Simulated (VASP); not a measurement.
# Ti2Co (Fd-3m) in VASP: further runs

Ti2Co is run at these levels: PBEsol; tasks: single point.

Program: VASP 6.6.1. These are calculated values, not measurements. Logs are shortened: lines on timing, memory, paths and dates and some standing lists are left out, and cuts for length are marked.

**1. The cell of the first run**

It takes space group Fd-3m (No. 227, cubic). The conventional cell has a = 6.935 Å, b = 6.935 Å, c = 6.935 Å, α = 90.00°, β = 90.00°, γ = 90.00°. Within 3.2 Å of Ti (site symmetry -3m) lie 6 Ti at 2.45 Å and 6 Co at 2.88 Å. Within 3.8 Å of Co (site symmetry -43m) lie 12 Ti at 2.88 Å and 4 Co at 3.00 Å.

**2. Single point, PBEsol, collinear spin, ferromagnetic start (13.90 Å³/atom)**

Input file INCAR:

```
SYSTEM = Ti2Co
ALGO = Fast
EDIFF = 1E-7
ENCUT = 520
GGA = PS
ISIF = 2
ISMEAR = 0
ISPIN = 2
LASPH = .True.
LCHARG = .False.
LMAXMIX = 4
LORBIT = 11
LREAL = .False.
LWAVE = .False.
MAGMOM = 0 0 0 0 1.1 1.1
NBANDS = 46
NELM = 150
PREC = Accurate
SIGMA = 0.2
```

Input file KPOINTS:

```
k-points
0
Gamma
  10 10 10
  0 0 0
```

Input file POSCAR:

```
Ti2Co
1.0
    0.0000000000      3.4674527695      3.4674527695
    3.4674527695      0.0000000000      3.4674527695
    3.4674527695      3.4674527695      0.0000000000
Ti Co
4 2
Direct
    0.1250000000      0.1250000000      0.1250000000
    0.6250000000      0.1250000000      0.1250000000
    0.1250000000      0.1250000000      0.6250000000
    0.1250000000      0.6250000000      0.1250000000
    0.5000000000      0.5000000000      0.5000000000
    0.7500000000      0.7500000000      0.7500000000
```

Potentials or basis: VASP PAW PBE potentials, release 64 (Ti_sv, Co).

Started as:

```bash
$ cat potpaw_PBE.64/Ti_sv/POTCAR potpaw_PBE.64/Co/POTCAR > POTCAR
$ mpirun -np 1 vasp_std > vasp.out
```

OUTCAR:

```text
SYSTEM = Ti2Co
   EDIFF = 1E-7
   ENCUT = 520
   GGA = PS
   ISIF = 2
   ISMEAR = 0
   ISPIN = 2
   LASPH = .True.
   LORBIT = 11
   LREAL = .False.
   NELM = 150
   PREC = Accurate

 ion  position               nearest neighbor table
   1  0.125  0.125  0.125-   2 2.45   3 2.45   4 2.45   3 2.45   4 2.45   2 2.45   6 2.88   5 2.88
                             6 2.88   5 2.88   6 2.88   5 2.88
   2  0.625  0.125  0.125-   1 2.45   3 2.45   4 2.45   1 2.45   3 2.45   4 2.45   5 2.88   6 2.88
                             5 2.88   5 2.88   6 2.88   6 2.88
   3  0.125  0.125  0.625-   1 2.45   1 2.45   2 2.45   4 2.45   4 2.45   2 2.45   6 2.88   5 2.88
                             6 2.88   5 2.88   6 2.88   5 2.88
   4  0.125  0.625  0.125-   1 2.45   3 2.45   1 2.45   2 2.45   3 2.45   2 2.45   5 2.88   6 2.88
                             5 2.88   6 2.88   6 2.88   5 2.88
   5  0.500  0.500  0.500-   1 2.88   3 2.88   4 2.88   1 2.88   2 2.88   3 2.88   1 2.88   2 2.88
                             4 2.88   2 2.88   3 2.88   4 2.88   6 3.00   6 3.00   6 3.00   6 3.00
   6  0.750  0.750  0.750-   2 2.88   3 2.88   4 2.88   1 2.88   2 2.88   4 2.88   1 2.88   2 2.88
                             3 2.88   1 2.88   3 2.88   4 2.88   5 3.00   5 3.00   5 3.00   5 3.00

  LATTYP: Found a face centered cubic cell.
 ALAT       =     6.9349055390

  Lattice vectors:

 A1 = (   0.0000000000,   3.4674527695,   3.4674527695)
 A2 = (   3.4674527695,   0.0000000000,   3.4674527695)
 A3 = (   3.4674527695,   3.4674527695,   0.0000000000)

Analysis of symmetry for initial positions (statically):
=====================================================================
 Subroutine PRICEL returns:
 Original cell was already a primitive cell.

 Routine SETGRP: Setting up the symmetry group for a
 face centered cubic supercell.

 Subroutine GETGRP returns: Found 48 space group operations
 (whereof 24 operations were pure point group operations)
 out of a pool of 48 trial point group operations.

The static configuration has the point symmetry T_d .
 The point group associated with its full space group is O_h .

Analysis of symmetry for dynamics (positions and initial velocities):
=====================================================================
 Subroutine PRICEL returns:
 Original cell was already a primitive cell.

 Routine SETGRP: Setting up the symmetry group for a
 face centered cubic supercell.

 Subroutine GETGRP returns: Found 48 space group operations
 (whereof 24 operations were pure point group operations)
 out of a pool of 48 trial point group operations.

The dynamic configuration has the point symmetry T_d .
 The point group associated with its full space group is O_h .

Analysis of structural, dynamic, and magnetic symmetry:
=====================================================================
 Subroutine PRICEL returns:
 Original cell was already a primitive cell.

 Routine SETGRP: Setting up the symmetry group for a
 face centered cubic supercell.

 Subroutine GETGRP returns: Found 48 space group operations
 (whereof 24 operations were pure point group operations)
 out of a pool of 48 trial point group operations.

The overall configuration has the point symmetry T_d .
 The point group associated with its full space group is O_h .

 Subroutine INISYM returns: Found 48 space group operations
 (whereof 24 operations are pure point group operations),
 and found     1 'primitive' translations

----------------------------------------------------------------------------------------

                                     Primitive cell

  volume of cell :      83.3800

  direct lattice vectors                    reciprocal lattice vectors
     0.000000000  3.467452769  3.467452769    -0.144198071  0.144198071  0.144198071
     3.467452769  0.000000000  3.467452769     0.144198071 -0.144198071  0.144198071
     3.467452769  3.467452769  0.000000000     0.144198071  0.144198071 -0.144198071

  length of vectors
     4.903718734  4.903718734  4.903718734     0.249758385  0.249758385  0.249758385

  position of ions in fractional coordinates (direct lattice)
     0.125000000  0.125000000  0.125000000
     0.625000000  0.125000000  0.125000000
     0.125000000  0.125000000  0.625000000
     0.125000000  0.625000000  0.125000000
     0.500000000  0.500000000  0.500000000
     0.750000000  0.750000000  0.750000000

  ion indices of the primitive-cell ions
   primitive index   ion index
                 1           1
                 2           2
                 3           3
[... 61 lines left out ...]
   dimension x,y,z NGXF=    72 NGYF=   72 NGZF=   72
   ions per type =               4   2
   NGX,Y,Z   is equivalent  to a cutoff of  12.20, 12.20, 12.20 a.u.
   NGXF,Y,Z  is equivalent  to a cutoff of  24.41, 24.41, 24.41 a.u.
 SYSTEM =  Ti2Co
   PREC   = accura    normal or accurate (medium, high low for compatibility)
   ISTART =      0    job   : 0-new  1-cont  2-samecut
   ICHARG =      2    charge: 1-file 2-atom 10-const
   ISPIN  =      2    spin polarized calculation?
   LNONCOLLINEAR =      F non collinear calculations
   LSORBIT =      F    spin-orbit coupling
   LASPH  =      T    aspherical Exc in radial PAW
   ENCUT  =  520.0 eV  38.22 Ry    6.18 a.u.   9.12  9.12  9.12*2*pi/ulx,y,z
   NELM   =    150;   NELMIN=  2; NELMDL= -5     # of ELM steps
   EDIFF  = 0.1E-06   stopping-criterion for ELM
   LREAL  =      F    real-space projection
   EDIFFG = 0.1E-05   stopping-criterion for IOM
   NSW    =      0    number of steps for IOM
   IBRION =     -1    ionic relax: 0-MD 1-quasi-New 2-CG
   NFREE  =      0    steps in history (QN), initial steepest desc. (CG)
   ISIF   =      2    stress and relaxation
   ISYM   =      2    0-nonsym 1-usesym 2-fastsym
   POTIM  = 0.5000    time-step for ionic-motion
   TEBEG  =    0.0;   TEEND  =   0.0 temperature during run
   PSTRESS=    0.0 pullay stress
   NELECT =      66.0000    total number of electrons
   NUPDOWN=      -1.0000    fix difference up-down
   EMIN   =  10.00;   EMAX   =-10.00  energy-range for DOS
   EFERMI =   0.00;   METHOD = LEGACY
   ISMEAR =     0;   SIGMA  =   0.20  broadening in eV -4-tet -1-fermi 0-gaus
   EFERMI_NEDOS =   21; number of points for ismear=-14 and -15
   IALGO  =     68    algorithm
   IMIX   =      4    mixing-type and parameters
     AMIX     =   0.40;   BMIX     =  1.00
     AMIX_MAG =   1.60;   BMIX_MAG =  1.00
  volume/ion in A,a.u.               =      13.90        93.78
  Fermi-wavevector in a.u.,A,eV,Ry     =   1.514383  2.861768 31.202981  2.293354
  Thomas-Fermi vector in A             =   2.624047
   LORBIT       =     11    0 simple, 1 ext, 2 COOP (PROOUT), +10 PAW based schemes
   GGA     = PS    functional components
   LHFCALC =     F    Hartree Fock is set to
   AEXX    =    0.0000 exact exchange contribution
   IVDW    =     0    specifies the selected vdW correction
   LEPSILON=     F    determine dielectric tensor
   LRPA    =     F    only Hartree local field effects (RPA)
 spin polarized calculation
 RMM-DIIS sequential band-by-band and
 Gauss-broadening in eV      SIGMA  =   0.20
  energy-cutoff  :      520.00
  volume of cell :       83.38
 maximum number of plane-waves:      2272
   NGX = 19   NGY = 19   NGZ = 19

 number of electron      65.9999959 magnetization       1.5893722

 Free energy of the ion-electron system (eV)
  ---------------------------------------------------
  ext. energy  EPLUGINS =         0.00000000
  ---------------------------------------------------
  free energy    TOTEN  =       -46.31428982 eV

  energy without entropy =      -46.11779751  energy(sigma->0) =      -46.21604366

 E-fermi :   9.0196     XC(G=0): -12.5230

 val. band max:        9.0185623939   @ k =  -0.4000   0.4000   0.2000
 cond. band min:       9.0263565171   @ k =   0.4000   0.1000   0.0000
 fundamental gap:      0.0077941233
 Fermi energy:         9.0195555387

 spin component 1

 k-point     1 :       0.0000    0.0000    0.0000
  band No.  band energies     occupation
      1     -47.1011      1.00000
      2     -46.5677      1.00000
      3     -46.5677      1.00000
      4     -46.5677      1.00000
      5     -24.9039      1.00000
      6     -23.7645      1.00000
[... 1141 lines left out ...]
     44      12.1262      0.00000
     45      12.8266      0.00000

 [... further k-points ...]

 spin component 2

 k-point     1 :       0.0000    0.0000    0.0000
  band No.  band energies     occupation
      1     -47.0965      1.00000
      2     -46.5647      1.00000
      3     -46.5647      1.00000
      4     -46.5647      1.00000
      5     -24.8588      1.00000
      6     -23.7656      1.00000
[... 1141 lines left out ...]
     44      12.2110      0.00000
     45      12.8212      0.00000

 [... further k-points ...]

 [bands above 45 left out]

------------------------ aborting loop because EDIFF is reached ----------------------------------------

  FORCE on cell =-STRESS in cart. coord.  units (eV):
  Direction    XX          YY          ZZ          XY          YZ          ZX
  --------------------------------------------------------------------------------------
  -------------------------------------------------------------------------------------
  Total        1.2223164      1.2223164      1.2223164      0.0000000     -0.0000000      0.0000000
  in kB       23.4872715     23.4872715     23.4872715      0.0000000     -0.0000000      0.0000000
  external PRESSURE =      23.4872715 kB  Pullay stress =       0.0000000 kB

 VOLUME and BASIS-vectors are now :
 -----------------------------------------------------------------------------
  energy-cutoff  :      520.00
  volume of cell :       83.38
      direct lattice vectors                 reciprocal lattice vectors
     0.000000000  3.467452769  3.467452769    -0.144198071  0.144198071  0.144198071
     3.467452769  0.000000000  3.467452769     0.144198071 -0.144198071  0.144198071
     3.467452769  3.467452769  0.000000000     0.144198071  0.144198071 -0.144198071

 POSITION                                       TOTAL-FORCE (eV/Angst)
 -----------------------------------------------------------------------------------
      0.86686      0.86686      0.86686         0.000000     -0.000000     -0.000000
      0.86686      2.60059      2.60059         0.000000     -0.000000     -0.000000
      2.60059      2.60059      0.86686         0.000000     -0.000000     -0.000000
      2.60059      0.86686      2.60059         0.000000     -0.000000     -0.000000
      3.46745      3.46745      3.46745        -0.000000     -0.000000     -0.000000
      5.20118      5.20118      5.20118         0.000000      0.000000      0.000000
 -----------------------------------------------------------------------------------
    total drift:                                0.000000      0.000000      0.000000

  FREE ENERGIE OF THE ION-ELECTRON SYSTEM (eV)
  ---------------------------------------------------
  free  energy   TOTEN  =       -46.3142898169 eV

  energy  without entropy=      -46.1177975075  energy(sigma->0) =      -46.21604366

 total charge

# of ion       s       p       d       tot
------------------------------------------
    1        2.290   6.133   2.217  10.639
    2        2.290   6.133   2.217  10.639
    3        2.290   6.133   2.217  10.639
    4        2.290   6.133   2.217  10.639
    5        0.424   0.402   7.167   7.992
    6        0.424   0.402   7.167   7.992
--------------------------------------------------
tot         10.007  25.334  23.201  58.542

 magnetization (x)

# of ion       s       p       d       tot
------------------------------------------
    1       -0.001  -0.009   0.009  -0.002
    2       -0.001  -0.009   0.009  -0.002
    3       -0.001  -0.009   0.009  -0.002
    4       -0.001  -0.009   0.009  -0.002
    5        0.006  -0.008   0.879   0.877
    6        0.006  -0.008   0.879   0.877
--------------------------------------------------
tot          0.006  -0.053   1.794   1.747
```

It took 43 min on 1 thread of Intel Xeon 8259CL, shared host; peak memory 0.43 GiB.

What came out:

```yaml
Free_energy: -46.3143 eV
Pressure: 2.3 GPa
Net_moment: 1.59 μB per cell
Site_moments: Ti -0.00; Co +0.88 μB
Valence_electrons_inside_the_program's_atomic_spheres: Ti 10.64; Co 7.99
```

Levels at points of the mesh, in eV from the Fermi level:
Spin up:
```tsv
k point	band 32	band 33	band 34	band 35	band 36	band 37
(0.00, 0.00, 0.00)	-0.27	-0.27	-0.27	-0.13	-0.13	3.65
(0.50, 0.00, 0.00)	-0.54	-0.15	-0.15	0.72	0.72	0.84
(0.50, 0.50, 0.00)	-0.72	0.19	0.19	0.33	0.33	1.42
```
Spin down:
```tsv
k point	band 30	band 31	band 32	band 33	band 34	band 35
(0.00, 0.00, 0.00)	-0.72	-0.72	0.20	0.20	0.23	0.23
(0.50, 0.00, 0.00)	-0.36	-0.36	-0.13	-0.13	-0.09	0.88
(0.50, 0.50, 0.00)	-0.76	-0.06	-0.06	0.32	0.32	0.82
```

Caveat: the PAW data sets were made with another functional, which shifts forces and pressure a little.

**3. Single point, PBEsol, collinear spin, ferromagnetic start**

This run uses another cell than the first one, of 12.70 Å³/atom.

Input file INCAR:

```
SYSTEM = Ti2Co
PREC = Accurate
ENCUT = 520
EDIFF = 1E-6
ISMEAR = 0
SIGMA = 0.1
LREAL = .False.
LASPH = .True.
NELM = 150
ALGO = Normal
ISIF = 2
LWAVE = .False.
LCHARG = .True.
ISPIN = 2
MAGMOM = 0 0 0 0 1.11 1.11
LORBIT = 11
LMAXMIX = 4
GGA = PS
LELF = .True.
LVHAR = .True.
NBANDS = 46
```

Input file KPOINTS:

```
Automatic mesh
0
Gamma
  10 10 10
  0 0 0
```

Input file POSCAR:

```
Ti2Co
1.0
    0.0000000000      3.3650000000      3.3650000000
    3.3650000000      0.0000000000      3.3650000000
    3.3650000000      3.3650000000      0.0000000000
Ti Co
4 2
Direct
    0.6250000000      0.6250000000      0.6250000000
    0.1250000000      0.6250000000      0.6250000000
    0.6250000000      0.6250000000      0.1250000000
    0.6250000000      0.1250000000      0.6250000000
    0.0000000000      0.0000000000      0.0000000000
    0.2500000000      0.2500000000      0.2500000000
```

Potentials or basis: VASP PAW PBE potentials, release 64 (Ti_sv, Co).

Started as:

```bash
$ cat potpaw_PBE.64/Ti_sv/POTCAR potpaw_PBE.64/Co/POTCAR > POTCAR
$ mpirun -np 1 vasp_std > vasp.out
```

Wall time 6.1 min (1 thread of Intel Xeon Platinum 8488C (Sapphire Rapids), shared host); peak memory 0.39 GiB.

It converged, with:

- Free energy: -45.8546 eV
- Pressure: 15.9 GPa
- Net moment: 1.13 μB per cell
- Site moments: Ti +0.04; Co +0.52 μB
- Valence electrons inside the program's atomic spheres: Ti 10.79; Co 8.12

Levels at points of the mesh, in eV from the Fermi level:
Spin up:
```csv
k point,band 30,band 31,band 32,band 33,band 34,band 35,band 36,band 37,band 38,band 39
"(0.00, 0.00, 0.00)",-1.19,-1.19,-0.10,-0.10,-0.10,-0.07,-0.07,4.01,4.01,4.01
"(0.50, 0.00, 0.00)",-0.66,-0.57,-0.57,-0.12,-0.12,0.97,0.97,1.14,1.63,1.74
"(0.50, 0.50, 0.00)",-0.58,-0.57,-0.57,0.33,0.33,0.56,0.56,1.57,1.57,1.77
```
Spin down:
| k point | band 30 | band 31 | band 32 | band 33 | band 34 | band 35 |
| --- | --- | --- | --- | --- | --- | --- |
| (0.00, 0.00, 0.00) | -0.82 | -0.82 | 0.19 | 0.19 | 0.23 | 0.23 |
| (0.50, 0.00, 0.00) | -0.41 | -0.41 | -0.14 | -0.10 | -0.10 | 1.19 |
| (0.50, 0.50, 0.00) | -0.57 | -0.13 | -0.13 | 0.45 | 0.45 | 0.89 |

Caveat: the cell stands under pressure; the PAW data sets were made with another functional, which shifts forces and pressure a little.
